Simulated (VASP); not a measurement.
# Pt (Fm-3m) in VASP: further runs

Pt is run at these levels: PBEsol; tasks: single point.

Program: VASP 6.6.1. These are calculated values, not measurements. Logs are shortened: lines on timing, memory, paths and dates and some standing lists are left out, and cuts for length are marked.

**1. The cell of the first run**

Symmetry: Fm-3m, No. 225, cubic system. The conventional cell has a = 3.916 Å, b = 3.916 Å, c = 3.916 Å, α = 90.00°, β = 90.00°, γ = 90.00°. Within 3.6 Å of Pt (site symmetry m-3m) lie 12 Pt at 2.77 Å.

**2. Single point, PBEsol**

INCAR reads:

```
PREC = Accurate ; ENCUT = 520
EDIFF = 1E-7 ; ISMEAR = 0
SIGMA = 0.15 ; LREAL = F
LASPH = T ; NELM = 60
ALGO = Fast ; ISIF = 2
LWAVE = F ; LCHARG = F
GGA = PS ; NBANDS = 11
```

KPOINTS reads:

```
Automatic mesh
0
Gamma
  20 20 20
```

POSCAR reads:

```
Pt
1.0
    0.0000000000      1.9579000000      1.9579000000
    1.9579000000      0.0000000000      1.9579000000
    1.9579000000      1.9579000000      0.0000000000
Pt
1
Direct
    0.0000000000      0.0000000000      0.0000000000
```

Potentials or basis: VASP PAW PBE potentials, release 64 (Pt).

Command:

```
$ cat potpaw_PBE.64/Pt/POTCAR > POTCAR
$ mpirun -np 1 vasp_std > vasp.out
```

OUTCAR:

```text
PREC = Accurate
   ENCUT = 520
   EDIFF = 1E-7
   ISMEAR = 0
   LREAL = F
   LASPH = T
   NELM = 60
   ISIF = 2
   GGA = PS

 ion  position               nearest neighbor table
   1  0.000  0.000  0.000-

  LATTYP: Found a face centered cubic cell.
 ALAT       =     3.9158000000

  Lattice vectors:

 A1 = (   0.0000000000,   1.9579000000,   1.9579000000)
 A2 = (   1.9579000000,   0.0000000000,   1.9579000000)
 A3 = (   1.9579000000,   1.9579000000,   0.0000000000)

Analysis of symmetry for initial positions (statically):
=====================================================================
 Subroutine PRICEL returns:
 Original cell was already a primitive cell.

 Routine SETGRP: Setting up the symmetry group for a
 face centered cubic supercell.

 Subroutine GETGRP returns: Found 48 space group operations
 (whereof 48 operations were pure point group operations)
 out of a pool of 48 trial point group operations.

The static configuration has the point symmetry O_h .

Analysis of symmetry for dynamics (positions and initial velocities):
=====================================================================
 Subroutine PRICEL returns:
 Original cell was already a primitive cell.

 Routine SETGRP: Setting up the symmetry group for a
 face centered cubic supercell.

 Subroutine GETGRP returns: Found 48 space group operations
 (whereof 48 operations were pure point group operations)
 out of a pool of 48 trial point group operations.

The dynamic configuration has the point symmetry O_h .

 Subroutine INISYM returns: Found 48 space group operations
 (whereof 48 operations are pure point group operations),
 and found     1 'primitive' translations

----------------------------------------------------------------------------------------

                                     Primitive cell

  volume of cell :      15.0107

  direct lattice vectors                    reciprocal lattice vectors
     0.000000000  1.957900000  1.957900000    -0.255375658  0.255375658  0.255375658
     1.957900000  0.000000000  1.957900000     0.255375658 -0.255375658  0.255375658
     1.957900000  1.957900000  0.000000000     0.255375658  0.255375658 -0.255375658

  length of vectors
     2.768888734  2.768888734  2.768888734     0.442323614  0.442323614  0.442323614

  position of ions in fractional coordinates (direct lattice)
     0.000000000  0.000000000  0.000000000

  ion indices of the primitive-cell ions
   primitive index   ion index
                 1           1

----------------------------------------------------------------------------------------

 KPOINTS: Automatic mesh

Automatic generation of k-mesh.
 Grid dimensions read from file:
 generate k-points for:   20   20   20

 Generating k-lattice:

  Cartesian coordinates                     Fractional coordinates (reciprocal lattice)
    -0.012768783  0.012768783  0.012768783     0.050000000  0.000000000  0.000000000
     0.012768783 -0.012768783  0.012768783     0.000000000  0.050000000  0.000000000
     0.012768783  0.012768783 -0.012768783     0.000000000  0.000000000  0.050000000

  Length of vectors
     0.022116181  0.022116181  0.022116181

  Shift w.r.t. Gamma in fractional coordinates (k-lattice)
     0.000000000  0.000000000  0.000000000

 Subroutine IBZKPT returns following result:
 ===========================================

 Found    256 irreducible k-points:

 Following reciprocal coordinates:
            Coordinates               Weight
  0.000000  0.000000  0.000000      1.000000
  0.050000  0.000000  0.000000      8.000000
  0.100000  0.000000  0.000000      8.000000
  0.150000  0.000000  0.000000      8.000000
  0.200000  0.000000  0.000000      8.000000
  0.250000  0.000000  0.000000      8.000000
[... 16 lines left out ...]
 -0.400000  0.050000  0.000000     24.000000
 -0.350000  0.050000  0.000000     24.000000
 [... further k-points ...]
   k-points           NKPTS =    256   k-points in BZ     NKDIM =    256   number of bands    NBANDS=     11
   number of dos      NEDOS =    301   number of ions     NIONS =      1
   total plane-waves  NPLWV =  13824
   dimension x,y,z NGX =    24 NGY =   24 NGZ =   24
   dimension x,y,z NGXF=    48 NGYF=   48 NGZF=   48
   ions per type =               1
   NGX,Y,Z   is equivalent  to a cutoff of  14.41, 14.41, 14.41 a.u.
   NGXF,Y,Z  is equivalent  to a cutoff of  28.82, 28.82, 28.82 a.u.
 SYSTEM =  unknown system
   PREC   = accura    normal or accurate (medium, high low for compatibility)
   ISTART =      0    job   : 0-new  1-cont  2-samecut
   ICHARG =      2    charge: 1-file 2-atom 10-const
   ISPIN  =      1    spin polarized calculation?
   LNONCOLLINEAR =      F non collinear calculations
   LSORBIT =      F    spin-orbit coupling
   LASPH  =      T    aspherical Exc in radial PAW
   ENCUT  =  520.0 eV  38.22 Ry    6.18 a.u.   5.15  5.15  5.15*2*pi/ulx,y,z
   NELM   =     60;   NELMIN=  2; NELMDL= -5     # of ELM steps
   EDIFF  = 0.1E-06   stopping-criterion for ELM
   LREAL  =      F    real-space projection
   EDIFFG = 0.1E-05   stopping-criterion for IOM
   NSW    =      0    number of steps for IOM
   IBRION =     -1    ionic relax: 0-MD 1-quasi-New 2-CG
   NFREE  =      0    steps in history (QN), initial steepest desc. (CG)
   ISIF   =      2    stress and relaxation
   ISYM   =      2    0-nonsym 1-usesym 2-fastsym
   POTIM  = 0.5000    time-step for ionic-motion
   TEBEG  =    0.0;   TEEND  =   0.0 temperature during run
   PSTRESS=    0.0 pullay stress
   NELECT =      10.0000    total number of electrons
   NUPDOWN=      -1.0000    fix difference up-down
   EMIN   =  10.00;   EMAX   =-10.00  energy-range for DOS
   EFERMI =   0.00;   METHOD = LEGACY
   ISMEAR =     0;   SIGMA  =   0.15  broadening in eV -4-tet -1-fermi 0-gaus
   EFERMI_NEDOS =   21; number of points for ismear=-14 and -15
   IALGO  =     68    algorithm
   IMIX   =      4    mixing-type and parameters
     AMIX     =   0.40;   BMIX     =  1.00
     AMIX_MAG =   1.60;   BMIX_MAG =  1.00
  volume/ion in A,a.u.               =      15.01       101.30
  Fermi-wavevector in a.u.,A,eV,Ry     =   1.429797  2.701924 27.814648  2.044319
  Thomas-Fermi vector in A             =   2.549712
   LORBIT       =      0    0 simple, 1 ext, 2 COOP (PROOUT), +10 PAW based schemes
   GGA     = PS    functional components
   LHFCALC =     F    Hartree Fock is set to
   AEXX    =    0.0000 exact exchange contribution
   IVDW    =     0    specifies the selected vdW correction
   LEPSILON=     F    determine dielectric tensor
   LRPA    =     F    only Hartree local field effects (RPA)
 non-spin polarized calculation
 RMM-DIIS sequential band-by-band and
 Gauss-broadening in eV      SIGMA  =   0.15
  energy-cutoff  :      520.00
  volume of cell :       15.01
 maximum number of plane-waves:       419
 NGX is ok and might be reduce to    24

 number of electron      10.0000000 magnetization

 number of electron       9.9999999 magnetization

 Free energy of the ion-electron system (eV)
  ---------------------------------------------------
  ext. energy  EPLUGINS =         0.00000000
  ---------------------------------------------------
  free energy    TOTEN  =        -6.97444052 eV

  energy without entropy =       -6.95485639  energy(sigma->0) =       -6.96464846

 E-fermi :  11.1949     XC(G=0): -13.6555

 val. band max:       11.1875150191   @ k =  -0.4500   0.1000   0.0500
 cond. band min:      11.1986336941   @ k =   0.4000   0.1000   0.0500
 fundamental gap:      0.0111186750
 Fermi energy:        11.1948860572

 k-point     1 :       0.0000    0.0000    0.0000
  band No.  band energies     occupation
      1       0.8375      2.00000
      2       7.3538      2.00000
      3       7.3538      2.00000
      4       7.3538      2.00000
      5       9.5495      2.00000
      6       9.5495      2.00000
      7      25.7974      0.00000
      8      30.7813      0.00000
      9      30.7813      0.00000
     10      30.7813      0.00000
     11      36.0961      0.00000

 k-point     2 :       0.0500    0.0000    0.0000
  band No.  band energies     occupation
      1       0.9390      2.00000
      2       7.3072      2.00000
      3       7.3948      2.00000
      4       7.3948      2.00000
      5       9.5259      2.00000
      6       9.5259      2.00000
      7      25.9575      0.00000
      8      30.2220      0.00000
      9      30.9381      0.00000
     10      30.9381      0.00000
     11      36.7191      0.00000

 k-point     3 :       0.1000    0.0000    0.0000
  band No.  band energies     occupation
      1       1.2362      2.00000
      2       7.1837      2.00000
      3       7.5055      2.00000
      4       7.5055      2.00000
      5       9.4710      2.00000
      6       9.4710      2.00000
      7      26.4032      0.00000
      8      29.0032      0.00000
      9      31.3968      0.00000
     10      31.3968      0.00000
     11      37.7128      0.00000

 k-point     4 :       0.1500    0.0000    0.0000
  band No.  band energies     occupation
      1       1.7045      2.00000
      2       7.0301      2.00000
      3       7.6445      2.00000
      4       7.6445      2.00000
      5       9.4352      2.00000
      6       9.4352      2.00000
      7      27.0117      0.00000
      8      27.5868      0.00000
      9      32.1209      0.00000
     10      32.1209      0.00000
     11      36.6893      0.00000

 k-point     5 :       0.2000    0.0000    0.0000
  band No.  band energies     occupation
      1       2.2912      2.00000
      2       6.9254      2.00000
      3       7.7400      2.00000
      4       7.7400      2.00000
      5       9.4990      2.00000
      6       9.4990      2.00000
      7      26.0781      0.00000
      8      27.5321      0.00000
      9      33.0328      0.00000
     10      33.0328      0.00000
     11      35.2227      0.00000
[... 211 lines left out ...]
 k-point    21 :       0.5000    0.0500    0.0000
  band No.  band energies     occupation
      1       3.8493      2.00000
      2       7.2262      2.00000
      3       7.3664      2.00000
      4       9.9170      2.00000
      5      11.2403      0.66884
      6      11.9113      0.00000
      7      17.0690      0.00000
      8      25.5116      0.00000
      9      29.9842      0.00000
     10      30.0281      0.00000
     11      39.4681      0.00000

 k-point    22 :      -0.4500    0.0500    0.0000
  band No.  band energies     occupation
      1       3.8503      2.00000
      2       7.2450      2.00000
      3       7.3660      2.00000
      4       9.8424      2.00000
      5      11.1121      1.56485
      6      11.8778      0.00000
      7      17.2909      0.00000
      8      25.5485      0.00000
      9      29.8193      0.00000
     10      30.3563      0.00000
     11      39.1654      0.00000

 k-point    23 :      -0.4000    0.0500    0.0000
  band No.  band energies     occupation
      1       3.8439      2.00000
      2       7.3182      2.00000
      3       7.4201      2.00000
      4       9.1784      2.00000
      5      10.8131      1.99968
      6      11.4952      0.00464
      7      18.5573      0.00000
      8      25.8055      0.00000
      9      30.0976      0.00000
     10      31.1424      0.00000
     11      38.0630      0.00000

 k-point    24 :      -0.3500    0.0500    0.0000
  band No.  band energies     occupation
      1       3.7847      2.00000
      2       7.4318      2.00000
      3       7.5213      2.00000
      4       8.2549      2.00000
      5      10.4001      2.00000
      6      11.0580      1.80314
      7      20.2917      0.00000
      8      26.2750      0.00000
      9      30.7448      0.00000
     10      32.3344      0.00000
     11      36.5730      0.00000

 [... further k-points ...]
[... 5 lines left out ...]
  --------------------------------------------------------------------------------------
  -------------------------------------------------------------------------------------
  Total        0.0196053      0.0196053      0.0196053      0.0000000      0.0000000      0.0000000
  in kB        2.0925789      2.0925789      2.0925789      0.0000000      0.0000000      0.0000000
  external PRESSURE =       2.0925789 kB  Pullay stress =       0.0000000 kB

 VOLUME and BASIS-vectors are now :
 -----------------------------------------------------------------------------
  energy-cutoff  :      520.00
  volume of cell :       15.01
      direct lattice vectors                 reciprocal lattice vectors
     0.000000000  1.957900000  1.957900000    -0.255375658  0.255375658  0.255375658
     1.957900000  0.000000000  1.957900000     0.255375658 -0.255375658  0.255375658
     1.957900000  1.957900000  0.000000000     0.255375658  0.255375658 -0.255375658

 POSITION                                       TOTAL-FORCE (eV/Angst)
 -----------------------------------------------------------------------------------
      0.00000      0.00000      0.00000        -0.000000      0.000000      0.000000
 -----------------------------------------------------------------------------------
    total drift:                                0.000000      0.000000     -0.000000

  FREE ENERGIE OF THE ION-ELECTRON SYSTEM (eV)
  ---------------------------------------------------
  free  energy   TOTEN  =        -6.9744405232 eV

  energy  without entropy=       -6.9548563898  energy(sigma->0) =       -6.96464846
```

Wall time 19 s (1 thread of Intel Xeon 6975P-C (Granite Rapids), shared host); peak memory 0.17 GiB.

Results:

* Free energy: -6.9744 eV
* Pressure: 0.2 GPa
* Band gap on the k mesh: zero (band 5 reaches 11.69 eV, above the bottom of band 6 at 9.44 eV)

Levels at points of the mesh, in eV from the Fermi level:
| k point | band 3 | band 4 | band 5 | band 6 | band 7 | band 8 |
| --- | --- | --- | --- | --- | --- | --- |
| (0.00, 0.00, 0.00) | -3.84 | -3.84 | -1.65 | -1.65 | 14.60 | 19.59 |
| (0.50, 0.00, 0.00) | -3.90 | -0.58 | 0.04 | 0.04 | 5.83 | 14.16 |
| (0.50, 0.50, 0.00) | 0.01 | 0.49 | 0.49 | 1.69 | 8.87 | 11.34 |

Caveat: the PAW data sets were made with another functional, which shifts forces and pressure a little; spin-orbit coupling is left out, which moves the levels of the heavy elements.

**3. Single point, PBEsol**

INCAR reads:

```
PREC = Accurate ; ENCUT = 520
EDIFF = 1E-6 ; ISMEAR = 0
SIGMA = 0.15 ; LREAL = F
LASPH = T ; NELM = 80
ALGO = Normal ; ISIF = 2
LWAVE = F ; LCHARG = F
GGA = PS ; NBANDS = 11
```

KPOINTS reads:

```
Automatic mesh
0
Gamma
  24 24 24
```

POSCAR is that of step 2.

Potentials or basis: VASP PAW PBE potentials, release 64 (Pt).

Command:

```
$ cat potpaw_PBE.64/Pt/POTCAR > POTCAR
$ mpirun -np 1 vasp_std > vasp.out
```

Wall time 23 s (1 thread of Intel Xeon 6975P-C (Granite Rapids), shared host); peak memory 0.19 GiB.

Results (log left out):

* Free energy: -6.9744 eV
* Pressure: 0.2 GPa
* Band gap on the k mesh: zero (band 5 reaches 11.69 eV, above the bottom of band 6 at 9.44 eV)

Levels at points of the mesh, in eV from the Fermi level:
```
           k point  band 1  band 2  band 3  band 4  band 5  band 6  band 7  band 8  band 9  band 10
(0.00, 0.00, 0.00)  -10.35   -3.83   -3.83   -3.83   -1.63   -1.63   14.61   19.60   19.60    19.60
(0.50, 0.00, 0.00)   -7.42   -3.89   -3.89   -0.57    0.05    0.05    5.84   14.17   18.98    18.98
(0.50, 0.50, 0.00)   -7.16   -6.69    0.02    0.50    0.50    1.70    8.88   11.35   11.35    20.16
```

Caveat: the PAW data sets were made with another functional, which shifts forces and pressure a little; spin-orbit coupling is left out, which moves the levels of the heavy elements.

**4. Single point, PBEsol**

This run uses another cell than the first one: it holds 2 atoms, not 1.

INCAR reads:

```
SYSTEM = Pt
PREC = Accurate
ENCUT = 520
EDIFF = 1E-6
ISMEAR = 0
SIGMA = 0.15
LREAL = .FALSE.
LASPH = .TRUE.
NELM = 60
ALGO = Fast
ISIF = 2
LWAVE = .FALSE.
LCHARG = .FALSE.
GGA = PS
NBANDS = 17
```

KPOINTS reads:

```
regular mesh
0
G
  18 18 12
  0 0 0
```

POSCAR reads:

```
Pt
1.0
    0.0000000000     -1.9579000000     -1.9579000000
    0.0000000000      1.9579000000     -1.9579000000
    3.9158000000      0.0000000000      0.0000000000
Pt
2
Direct
    0.5000000000      0.5000000000      0.5000000000
    0.0000000000      0.0000000000      0.0000000000
```

Command:

```
$ cat potpaw_PBE.64/Pt/POTCAR > POTCAR
$ mpirun -np 1 vasp_std > vasp.out
```

Run time: 2 min. Hardware: 1 thread of Intel Xeon Platinum 8559C (Emerald Rapids), shared host; peak memory 0.27 GiB.

It converged, with:

```yaml
Free_energy: -13.9466 eV
Pressure: 0.2 GPa
Band_gap_on_the_k_mesh: zero (band 10 reaches 11.69 eV, above the bottom of band 11 at 10.12 eV)
```

Levels at points of the mesh, in eV from the Fermi level:
```
           k point  band 6  band 7  band 8  band 9  band 10  band 11  band 12  band 13  band 14  band 15
(0.00, 0.00, 0.00)   -3.84   -1.64   -1.64    0.02     0.50     0.50     1.70     8.88    11.35    11.35
(0.50, 0.00, 0.00)   -4.30   -2.59   -2.59   -1.76    -1.76     1.86     1.86    10.73    10.73    13.02
(0.50, 0.50, 0.00)    0.02    0.50    0.50    0.50     0.50     1.70     1.70     8.88     8.88    11.35
(0.00, 0.00, 0.50)   -3.05   -2.17   -2.17   -2.17    -2.17    -0.86    -0.86    17.15    17.15    17.15
(0.50, 0.00, 0.50)   -3.90   -0.57   -0.57    0.04     0.04     0.04     0.04     5.84     5.84    14.16
(0.50, 0.50, 0.50)   -4.62   -2.03   -2.03    0.50     0.50     7.09     7.09     8.25     8.25     8.25
```

Caveat: the PAW data sets were made with another functional, which shifts forces and pressure a little; spin-orbit coupling is left out, which moves the levels of the heavy elements.

**5. Single point, PBEsol**

This run uses another cell than the first one: it holds 8 atoms, not 1.

INCAR reads:

```
  ALGO = Fast
  EDIFF = 1E-6
  ENCUT = 520
  GGA = PS
  ISIF = 2
  ISMEAR = 0
  LASPH = True
  LCHARG = True
  LELF = True
  LREAL = False
  LVHAR = True
  LWAVE = False
  NBANDS = 50
  NELM = 80
  PREC = Accurate
  SIGMA = 0.15
```

KPOINTS reads:

```
k-points
0
Gamma
  10 10 10
```

POSCAR reads:

```
Pt
1.0
    3.9158000000      0.0000000000      3.9158000000
    3.9158000000      3.9158000000      0.0000000000
    0.0000000000      3.9158000000      3.9158000000
Pt
8
Direct
    0.0000000000      0.0000000000      0.0000000000
    0.0000000000      0.5000000000      0.0000000000
    0.5000000000      0.0000000000      0.0000000000
    0.5000000000      0.5000000000      0.0000000000
    0.0000000000      0.0000000000      0.5000000000
    0.0000000000      0.5000000000      0.5000000000
    0.5000000000      0.0000000000      0.5000000000
    0.5000000000      0.5000000000      0.5000000000
```

Command:

```
$ cat potpaw_PBE.64/Pt/POTCAR > POTCAR
$ mpirun -np 1 vasp_std > vasp.out
```

It took 8.7 min on 1 thread of Intel Xeon Platinum 8259CL at 2.50GHz (Skylake/Cascade Lake), shared host; peak memory 0.37 GiB.

It converged, with:

```yaml
Free_energy: -55.7958 eV
Pressure: 0.2 GPa
Band_gap_on_the_k_mesh: zero (band 40 reaches 11.69 eV, above the bottom of band 41 at 10.76 eV)
```

Levels at points of the mesh, in eV from the Fermi level:
```
           k point  band 37  band 38  band 39  band 40  band 41  band 42  band 43  band 44
(0.00, 0.00, 0.00)     0.04     0.04     0.04     0.49     0.49     0.49     0.49     0.49
(0.50, 0.00, 0.00)     0.17     0.17     0.17     0.17     0.17     0.17     3.02     3.02
(0.50, 0.50, 0.00)    -1.76    -1.76    -0.87    -0.87     0.50     0.50     1.86     1.86
```

Caveat: the PAW data sets were made with another functional, which shifts forces and pressure a little; spin-orbit coupling is left out, which moves the levels of the heavy elements.

**6. Summary**

| cell | k mesh | gap on the mesh (eV) | pressure (GPa) |
| --- | --- | --- | --- |
| a = 2.769 Å, angles 60.0°, 1 atom | 20 × 20 × 20 | none | 0.2 |
| a = 2.769 Å, angles 60.0°, 1 atom | 24 × 24 × 24 | none | 0.2 |
| a = 2.769, b = 2.769, c = 3.916 Å, 2 atoms | 18 × 18 × 12 | none | 0.2 |
| a = 5.538 Å, angles 60.0°, 8 atoms | 10 × 10 × 10 | none | 0.2 |

Alike in all rows: task single point; level PBEsol; potentials or basis VASP PAW PBE potentials, release 64 (Pt); no spin polarisation; cutoff (eV) 520; smearing gaussian 0.15 eV.

Caveats: the PAW data sets were made with another functional, which shifts forces and pressure a little; spin-orbit coupling is left out, which moves the levels of the heavy elements.

Absolute energies hang on the potentials; compare differences alone.
